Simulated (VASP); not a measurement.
Runs of VASP 6.6.1 on SrTe. The structure is that of space group Fm-3m (No. 225), or close to it. The cells are those of the table. 

```csv
task,cell,cutoff (eV),gap on the mesh (eV),pressure (GPa)
electric field gradients,"a = 4.746 Å, angles 60.0°, 2 atoms",400,1.72,-1.4
single point,"a = 4.746 Å, angles 60.0°, 2 atoms",500,1.72,-1.4
relaxation of the atoms,"atoms relaxed from a = 4.111 Å, angles 60.0°, 2 atoms",450,0.04,30.8
relaxation of the atoms,"atoms relaxed from a = 3.888 Å, angles 60.0°, 2 atoms",450,none,61.2
single point,"a = 4.582 Å, angles 60.0°, 2 atoms",500,1.42,(a)
single point,"a = 3.888 Å, angles 60.0°, 2 atoms",500,none,61.2
electric field gradients,"a = 3.888 Å, angles 60.0°, 2 atoms",400,none,61.2
single point,"a = 4.111 Å, angles 60.0°, 2 atoms",500,0.04,30.9
```

Alike in all rows: level PBEsol; potentials or basis VASP PAW PBE potentials, release 64 (Sr_sv, Te); no spin polarisation; k mesh 7 × 7 × 7; smearing fermi-dirac 0.03 eV.

Estimate the missing entries.

(a) 2.5.

Caveats: the PAW data sets were made with another functional, which shifts forces and pressure a little; spin-orbit coupling is left out, which moves the levels of the heavy elements; the relaxation stopped at its first step, so nothing moved (some runs).

A k mesh can miss the band edges, and the runs leave out spin-orbit coupling on Sr, Te.

A gap of «none» marks levels without a gap at the run's occupations.
